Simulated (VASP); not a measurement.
Here is a VASP 6.6.1 calculation.

INCAR

```
  PREC = Accurate
  ENCUT = 520
  EDIFF = 1E-7
  ISMEAR = 0
  SIGMA = 0.05
  LREAL = F
  LASPH = T
  NELM = 100
  ALGO = Normal
  ISIF = 2
  LWAVE = F
  LCHARG = T
  GGA = PE
  IVDW = 12
  LELF = T
  LVHAR = T
  NBANDS = 20
```

Contents of KPOINTS:

```
Automatic mesh
0
Gamma
  12 12 12
```

The input POSCAR:

```
MoS2
1.0
    1.6642322810      0.9608449554      5.3807934573
   -1.6642322810      0.9608449554      5.3807934573
    0.0000000000     -1.9216899109      5.3807934573
Mo S
1 2
Direct
    0.0000172715      0.0000172715      0.0000172715
    0.7535591261      0.7535591261      0.7535591261
    0.5797236023      0.5797236023      0.5797236023
```

Potentials or basis: VASP PAW PBE potentials, release 64 (Mo_sv, S).

Command:

```bash
$ cat potpaw_PBE.64/Mo_sv/POTCAR potpaw_PBE.64/S/POTCAR > POTCAR
$ mpirun -np 1 vasp_std > vasp.out
```

Task: Predict the band gap on the k mesh.

Result: Zero (band 13 reaches 8.93 eV, above the bottom of band 14 at 8.15 eV).

Task: What does it give for the pressure?

Result: 1.8 GPa.

Forces in eV/Å, atoms in the order of the input:
```
Mo   0.000  0.000  0.017
S    0.000  0.000  1.773
S    0.000  0.000 -1.790
```

Caveat: pairwise dispersion overbinds metals, which lowers pressure and volume; forces of over 1 eV/Å act on the atoms, so gaps and moduli don't describe the material at rest.
